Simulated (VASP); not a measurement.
## La7Ge8 (a cell with a defect): single point with PBEsol

The system is La7Ge8 (a cell with a defect).

```
CELL_PARAMETERS angstrom
9.24174 0.00000 0.00000
2.31043 -6.97640 0.00000
0.00000 0.00000 -6.83653
ATOMIC_POSITIONS crystal
Ge 0.20698 0.17469 0.45685
Ge 0.30065 0.78993 0.95482
Ge 0.30232 0.80060 0.54293
Ge 0.22465 0.15928 0.07981
Ge 0.69699 0.19589 0.45711
Ge 0.80494 0.80783 0.93719
Ge 0.79627 0.83504 0.56589
Ge 0.68915 0.18059 0.07368
La 0.01660 0.92075 0.25752
La 0.47302 0.09330 0.75711
La 0.10645 0.57905 0.72900
La 0.38475 0.43719 0.25037
La 0.53737 0.87991 0.25250
La 0.94145 0.23578 0.83768
La 0.60528 0.56583 0.73522
```

- Program: VASP 6.6.1
- Task: single point
- Functional: PBEsol
- Potentials or basis: VASP PAW PBE potentials, release 64 (Ge_d, La)
- Cutoff: 520 eV
- k mesh: 2 × 2 × 2
- Occupations: methfessel-paxton, width 0.15 eV
- Spin: no spin polarisation
- Dipole correction: no
- Further INCAR settings: LREAL = Auto; ALGO = Normal; EDIFF = 1e-06; NBANDS = 108

```
Pressure               : -3.3 GPa
Largest force          : 1.267 eV/Å
Band gap on the k mesh : zero (an odd number of electrons rules out a gap without spin polarisation)
```

Forces in eV/Å, atoms in the order of the input:
```
Ge  -0.016 -0.016 -0.059
Ge   0.006 -0.031 -0.081
Ge   0.019  0.005 -0.026
Ge  -0.078 -0.125 -0.027
Ge  -0.016 -0.053 -0.094
Ge   0.046 -0.066 -0.056
Ge   0.024 -0.016 -0.050
Ge   0.066 -0.168 -0.098
La  -0.012 -0.029 -0.102
La   0.013 -0.062 -0.068
La   0.026 -0.077 -0.076
La  -0.006 -0.067 -0.073
La  -0.003 -0.096 -0.060
La  -0.054  0.879  0.911
La  -0.015 -0.078 -0.042
```

Stress tensor (GPa, compression positive):
```
-2.93  0.17  0.26
 0.17 -4.44 -1.33
 0.26 -1.33 -2.62
```

Levels at points of the mesh, in eV from the Fermi level:
| k point | band 92 | band 93 | band 94 | band 95 | band 96 | band 97 |
| --- | --- | --- | --- | --- | --- | --- |
| (0.00, 0.00, 0.00) | -0.56 | -0.47 | -0.14 | -0.02 | 0.05 | 0.47 |
| (0.50, 0.00, 0.00) | -0.61 | -0.42 | -0.19 | 0.03 | 0.35 | 0.48 |
| (0.00, 0.50, 0.00) | -0.86 | -0.47 | 0.03 | 0.04 | 0.20 | 0.34 |
| (0.50, 0.50, 0.00) | -0.81 | -0.43 | -0.27 | -0.12 | 0.22 | 0.61 |
| (0.00, 0.00, 0.50) | -0.56 | -0.41 | -0.01 | 0.03 | 0.25 | 0.46 |
| (0.50, 0.00, 0.50) | -0.81 | -0.27 | -0.17 | 0.09 | 0.16 | 0.28 |
| (0.00, 0.50, 0.50) | -0.58 | -0.56 | -0.32 | -0.07 | 0.04 | 0.19 |
| (0.50, 0.50, 0.50) | -0.81 | -0.51 | -0.42 | -0.12 | 0.05 | 0.17 |

It took 47 min on 1 thread of AMD EPYC 7R13, on a shared host, peak memory 0.59 GiB.

Caveat: the k points lie up to 0.46 Å⁻¹ apart, too coarse for converged energies and pressures of a metal; the PAW data sets were made with another functional, which shifts forces and pressure a little; spin-orbit coupling is left out, which moves the levels of the heavy elements; an odd number of electrons without spin polarisation forces a metal; a magnetic or distorted state may lie lower.
